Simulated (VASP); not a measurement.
Set up this calculation in VASP 6.6.1, as the native input.

* Task: single point
* Functional: LDA
* Potentials or basis: VASP PAW LDA potentials, release 64 (Ta_pv, Bi_d)
* Cutoff: 520 eV
* k mesh: 11 × 11 × 11
* Occupations: fermi-dirac, width 0.05 eV
* Spin: no spin polarisation
* Dipole correction: no
* Further INCAR settings: ALGO = Normal; EDIFF = 1e-06; NBANDS = 20

The structure of TaBi (CsCl type) lies in POSCAR:

```
TaBi
1.0
    3.0258939783      0.0000000000      0.0000000000
    0.0000000000      3.0258939783      0.0000000000
    0.0000000000      0.0000000000      3.0258939783
Ta Bi
1 1
Direct
    0.0000000000      0.0000000000      0.0000000000
    0.5000000000      0.5000000000      0.5000000000
```

This cell differs from its parent crystal: volume scaled by 0.68.

These files were run (other wordings do the same):

INCAR

```
SYSTEM = TaBi
PREC = Accurate
ENCUT = 520
EDIFF = 1E-6
ISMEAR = -1
SIGMA = 0.05
LREAL = .FALSE.
LASPH = .TRUE.
NELM = 80
ALGO = Normal
ISIF = 2
LWAVE = .FALSE.
LCHARG = .TRUE.
LELF = .TRUE.
LVHAR = .TRUE.
NBANDS = 20
```

KPOINTS

```
Automatic mesh
0
G
  11 11 11
  0 0 0
```

Potentials or basis: VASP PAW LDA potentials, release 64 (Ta_pv, Bi_d).

Command:

```console
$ cat potpaw_LDA.64/Ta_pv/POTCAR potpaw_LDA.64/Bi_d/POTCAR > POTCAR
$ mpirun -np 1 vasp_std > vasp.out
```

It gave:

```
Pressure               : 138.2 GPa
Band gap on the k mesh : zero (band 13 reaches 19.01 eV, above the bottom of band 14 at 14.44 eV)
```

Caveat: spin-orbit coupling is left out, which moves the levels of the heavy elements.

Wall time 7.6 s on 1 thread of Intel(R) Xeon(R) 6975P-C (Granite Rapids), with other jobs on the host, peak memory 0.15 GiB.
